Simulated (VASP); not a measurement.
Runs of VASP 6.6.1 on BaOs3. The structure is cubic, space group Pm-3m (No. 221). The conventional cell has a = 4.185 Å, b = 4.185 Å, c = 4.185 Å, α = 90.00°, β = 90.00°, γ = 90.00°. Ba (site symmetry m-3m) has 12 Os at 2.96 Å within 3.9 Å. Os (site symmetry 4/mmm) has 4 Ba at 2.96 Å and 8 Os at 2.96 Å within 3.9 Å. 

```tsv
potentials or basis	k mesh	cutoff (eV)	second run	gap on the mesh (eV)	pressure (GPa)
VASP PAW PBE potentials, release 64 (Ba_sv, Os)	8 × 8 × 8	520	-	none	4.5
VASP PAW PBE potentials, release 64 (Ba_sv, Os_sv_GW)	8 × 8 × 8	500	valence_matched	none	2.9
VASP PAW PBE potentials, release 64 (Ba_sv, Os)	8 × 8 × 8, shifted	520	-	none	4.4
VASP PAW PBE potentials, release 64 (Ba_sv, Os_sv_GW)	8 × 8 × 8, shifted	500	valence_matched	none	(a)
```

Alike in all rows: task single point; level PBE; no spin polarisation; cell as given; smearing gaussian 0.05 eV.

Q: Fill in the values left out.

A: (a) 2.7.

Caveats: spin-orbit coupling is left out, which moves the levels of the heavy elements.

A k mesh can miss the band edges, and the runs leave out spin-orbit coupling on Ba, Os.

A gap of «none» marks levels without a gap at the run's occupations.

The runs don't all hold the same shells in valence.
